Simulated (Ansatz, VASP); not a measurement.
# LiCl in VASP and in Ansatz

```xyz
2
Lattice="0.0000 2.5645 2.5645 2.5645 0.0000 2.5645 2.5645 2.5645 0.0000" Properties=species:S:1:pos:R:3 pbc="T T T"
Li    0.0000    0.0000    0.0000
Cl    2.5645    2.5645    2.5645
```

Alike in both runs: task single point; functional PBEsol; k mesh 10 × 10 × 10; occupations gaussian, width 0.05 eV; no spin polarisation.

```csv
,VASP,Ansatz
version,VASP 6.6.1,Ansatz 0.2.0
potentials or method,"VASP PAW PBE potentials, release 64 (Li_sv, Cl), cutoff 520 eV","scalar-relativistic, plane waves, PAW"
valence electrons in the cell,10,10
```

Ansatz gave:

* gap on the k mesh at the Fermi level (eV): 6.13
* least direct gap on the mesh (eV): 6.13

Q: Estimate VASP's values.

A: gap on the k mesh at the Fermi level (eV): 6.14; least direct gap on the mesh (eV): 6.14.

VASP's potentials were made for PBE, not for PBEsol.

Noted on VASP's run: the cutoff is short for stress, so the pressure is rough.
